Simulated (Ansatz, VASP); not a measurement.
Two plane-wave programs on TiAl

```
CELL_PARAMETERS angstrom
3.17142 0.00000 0.00000
0.00000 3.17142 0.00000
0.00000 0.00000 3.17142
ATOMIC_POSITIONS crystal
Ti 0.00000 0.00000 0.00000
Al 0.50000 0.50000 0.50000
```

Alike in both runs: functional r2SCAN; k mesh 18 × 18 × 18; occupations gaussian, width 0.1 eV; no spin polarisation.

Ansatz relaxed the structure, and its values are those at the end. VASP's run is a single point on that final structure, the one shown.

|  | VASP | Ansatz |
| --- | --- | --- |
| version | VASP 6.6.1 | Ansatz 0.2.0 |
| potentials or method | VASP PAW PBE potentials, release 64 (Ti_sv, Al), cutoff 520 eV | scalar-relativistic, plane waves, PAW |
| valence electrons in the cell | 15 | 15 |

Ansatz gave:

```
gap on the k mesh at the Fermi level (eV) : none
pressure (GPa)                            : 0.0
```

Question: What did VASP give for the same quantities?

Answer: gap on the k mesh at the Fermi level (eV): none; pressure (GPa): 0.1.

VASP's potentials were made for PBE, not for r2SCAN. A gap of «none» marks a metal or a gap that the smearing closes.
